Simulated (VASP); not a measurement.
Wanted: the native input for a VASP 6.6.1 run.

```
Task                      : relaxation of the atoms
Functional                : PBE
Potentials or basis       : VASP PAW PBE potentials, release 64 (Ti_sv, C)
Cutoff                    : 520 eV
k mesh                    : 8 × 8 × 1
Occupations               : gaussian, width 0.1 eV
Spin                      : no spin polarisation
Dipole correction         : yes
Atoms held fixed (from 0) : [0, 1, 2, 3, 4]
Further INCAR settings    : ALGO = Fast; EDIFF = 1e-07; IBRION = 2; EDIFFG = -0.025; NSW = 36
```

The structure of Ti4C lies in POSCAR:

```
Ti4C
1.0
    3.2555055347      0.0000000000      0.0000000000
    0.0000000000      3.2555055347      0.0000000000
    0.0000000000      0.0000000000     20.1798089631
Ti C
4 1
Selective dynamics
Direct
    0.5000000000      0.5000000000      0.1982179320  F F F
    0.0000000000      0.0000000000      0.2788803788  F F F
    0.5000000000      0.5000000000      0.3551905195  F F F
    0.0000000000      0.0000000000      0.4301234456  F F F
    0.1250000000      0.1250000000      0.5193215150  F F T
```

The input as run:

INCAR

```
PREC = Accurate ; ENCUT = 520
EDIFF = 1E-7 ; ISMEAR = 0
SIGMA = 0.1 ; LREAL = F
LASPH = T ; NELM = 80
ALGO = Fast ; ISIF = 2
LWAVE = F ; LCHARG = F
LDIPOL = T ; IDIPOL = 3
DIPOL = 0.5 0.5 0.356 ; GGA = PE
IBRION = 2 ; NSW = 36
EDIFFG = -0.025
```

KPOINTS

```
Automatic mesh
0
Gamma
  8 8 1
```

Potentials or basis: VASP PAW PBE potentials, release 64 (Ti_sv, C).

The run is started by

```sh
$ cat potpaw_PBE.64/Ti_sv/POTCAR potpaw_PBE.64/C/POTCAR > POTCAR
$ mpirun -np 1 vasp_std > vasp.out
```

It gave:

The energy gained by relaxing is 3.8 meV/atom. The ionic steps are 5. The band gap on the k mesh is zero (bands 26 and 27 overlap by 0.68 eV).

Run time: 54 min on 1 thread of Oxide Virtual Turin-like Processor (shared host), peak memory 0.33 GiB.
